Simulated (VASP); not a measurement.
**CuAs3: relaxation of cell and atoms with PBE**

The system is CuAs3.

```
Cu As
1.0
     4.18838    0.00000    0.00000
     0.00000    4.18838    0.00000
     0.00000    0.00000    4.18838
Cu As
1 3
Direct
  0.00000 0.00000 0.00000
  0.00000 0.50000 0.50000
  0.50000 0.00000 0.50000
  0.50000 0.50000 0.00000
```

```
Program                : VASP 6.6.1
Task                   : relaxation of cell and atoms
Functional             : PBE
Potentials or basis    : VASP PAW PBE potentials, release 64 (Cu, As)
Cutoff                 : 600 eV
k mesh                 : 12 × 12 × 12
Occupations            : gaussian, width 0.1 eV
Spin                   : no spin polarisation
Dipole correction      : no
Further INCAR settings : ALGO = Normal; EDIFF = 1e-07; IBRION = 2; EDIFFG = -0.01; NSW = 100; ISIF = 3
```

```json
{"Relaxed volume": "17.79 Å³/atom", "Relaxed cell": "a = 4.144 Å, b = 4.144 Å, c = 4.144 Å, α = 90.00°, β = 90.00°, γ = 90.00°", "Space group after relaxing (to 0.1 Å)": "Pm-3m (No. 221)", "Energy gained by relaxing": "4.6 meV/atom", "Ionic steps": "3", "Pressure after relaxing": "0.0 GPa", "Band gap on the k mesh": "zero (bands 13 and 14 overlap by 1.75 eV)"}
```

Step by step:
| step | energy change (eV) | largest force (eV/Å) | pressure (GPa) | volume (Å³) |
| --- | --- | --- | --- | --- |
| 1 | 0.0000 | 0.0000 | -2.49 | 73.47 |
| 2 | -0.0168 | 0.0000 | 0.85 | 70.49 |
| 3 | -0.0185 | 0.0000 | -0.01 | 71.17 |

Final structure:
```
Cu As
1.0
     4.14406    0.00000    0.00000
     0.00000    4.14406    0.00000
     0.00000    0.00000    4.14406
Cu As
1 3
Direct
  0.00000 0.00000 0.00000
  0.00000 0.50000 0.50000
  0.50000 0.00000 0.50000
  0.50000 0.50000 0.00000
```

Levels at points of the mesh, in eV from the Fermi level:
```tsv
k point	band 10	band 11	band 12	band 13	band 14	band 15	band 16	band 17
(0.00, 0.00, 0.00)	-2.65	-2.65	-0.87	0.79	0.79	0.79	3.10	3.10
(0.50, 0.00, 0.00)	-2.09	-2.09	-1.92	-1.92	-0.95	-0.14	2.99	2.99
(0.50, 0.50, 0.00)	-2.48	-1.77	-1.37	-1.37	-0.31	-0.31	3.15	3.45
(0.50, 0.50, 0.50)	-2.52	-2.52	-2.52	-1.99	4.43	4.43	4.63	4.63
```

It took 2.2 min on 1 thread of Intel(R) Xeon(R) Platinum 8559C (Emerald Rapids), with other jobs on the host, peak memory 0.3 GiB.
